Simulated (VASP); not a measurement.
A run of VASP 6.6.1 is set up as follows.

File INCAR:

```
ALGO = Normal
EDIFF = 1E-6
ENCUT = 520
GGA = PE
ISIF = 2
ISMEAR = 0
LASPH = T
LCHARG = F
LREAL = F
LWAVE = F
NBANDS = 15
NELM = 80
PREC = Accurate
SIGMA = 0.01
```

The input KPOINTS:

```
k-points
0
Gamma
  6 6 6
```

Contents of POSCAR:

```
CaO
1.0
    2.9969248839      0.0000000000      0.0000000000
    0.0000000000      2.9969248839      0.0000000000
    0.0000000000      0.0000000000      2.9969248839
Ca O
1 1
Direct
    0.0000000000      0.0000000000      0.0000000000
    0.5000000000      0.5000000000      0.5000000000
```

Potentials or basis: VASP PAW PBE potentials, release 64 (Ca_sv, O).

Run with:

```console
$ cat potpaw_PBE.64/Ca_sv/POTCAR potpaw_PBE.64/O/POTCAR > POTCAR
$ mpirun -np 1 vasp_std > vasp.out
```

(1) What does it give for the band gap on the k mesh?

(2) What does it give for the pressure?

## Answers

(1) 2.77 eV, indirect (least direct gap 3.09 eV).

(2) -5.5 GPa.
